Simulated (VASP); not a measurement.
A run of VASP 6.6.1 is set up as follows.

INCAR

```
ALGO = Normal
EDIFF = 1E-6
ENCUT = 520
GGA = PS
ISIF = 2
ISMEAR = -1
LASPH = True
LCHARG = False
LREAL = False
LWAVE = False
NBANDS = 10
NELM = 60
PREC = Accurate
SIGMA = 0.05
```

KPOINTS

```
k-points
0
Gamma
  14 14 14
```

The input POSCAR:

```
I
1.0
    0.0000000000      1.9271954687      1.9271954687
    1.9271954687      0.0000000000      1.9271954687
    1.9271954687      1.9271954687      0.0000000000
I
1
Direct
    0.0000000000      0.0000000000      0.0000000000
```

Potentials or basis: VASP PAW PBE potentials, release 64 (I).

Command:

```sh
$ cat potpaw_PBE.64/I/POTCAR > POTCAR
$ mpirun -np 1 vasp_std > vasp.out
```

(1) Predict the pressure.

## Answers

(1) 193.8 GPa.

Caveat: the PAW data sets were made with another functional, which shifts forces and pressure a little; an odd number of electrons without spin polarisation forces a metal; a magnetic or distorted state may lie lower.
